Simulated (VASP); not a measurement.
Wanted: the native input for a VASP 6.6.1 run.

```yaml
Task: single point
Functional: PBEsol
Potentials_or_basis: VASP PAW PBE potentials, release 64 (Ag, Mg, Ge_d, Se)
Cutoff: 520 eV
k_mesh: 6 × 6 × 6
Occupations: fermi-dirac, width 0.03 eV
Spin: no spin polarisation
Dipole_correction: no
Further_INCAR_settings: ALGO = Normal; EDIFF = 1e-06; NBANDS = 41
```

The structure of MgAg2GeSe4 lies in POSCAR:

```
MgAg2GeSe4
1.0
   -2.9214288917      2.9214288917      5.9303218552
    2.9214288917     -2.9214288917      5.9303218552
    2.9214288917      2.9214288917     -5.9303218552
Ag Mg Ge Se
2 1 1 4
Direct
    0.7500000000      0.2500000000      0.5000000000
    0.2500000000      0.7500000000      0.5000000000
    0.0000000000      0.0000000000      0.0000000000
    0.5000000000      0.5000000000      0.0000000000
    0.8528096144      0.8528096144      0.4672757512
    0.1471903856      0.6144661368      0.0000000000
    0.6144661368      0.1471903856      0.0000000000
    0.3855338632      0.3855338632      0.5327242488
```

The input as run:

INCAR

```
SYSTEM = MgAg2GeSe4
ALGO = Normal
EDIFF = 1E-6
ENCUT = 520
GGA = PS
ISIF = 2
ISMEAR = -1
LASPH = .TRUE.
LCHARG = .FALSE.
LREAL = .FALSE.
LWAVE = .FALSE.
NBANDS = 41
NELM = 100
PREC = Accurate
SIGMA = 0.03
```

KPOINTS

```
k-points
0
G
  6 6 6
  0 0 0
```

Potentials or basis: VASP PAW PBE potentials, release 64 (Ag, Mg, Ge_d, Se).

Command:

```bash
$ cat potpaw_PBE.64/Ag/POTCAR potpaw_PBE.64/Mg/POTCAR potpaw_PBE.64/Ge_d/POTCAR potpaw_PBE.64/Se/POTCAR > POTCAR
$ mpirun -np 1 vasp_std > vasp.out
```

Results of the run:

- Pressure: 0.0 GPa
- Largest force: 0.011 eV/Å
- Band gap on the k mesh: 0.09 eV, direct

Caveat: the PAW data sets were made with another functional, which shifts forces and pressure a little.

Wall time 7.8 min on 1 thread of Oxide Virtual Turin-like Processor, with other jobs on the host, peak memory 0.53 GiB.
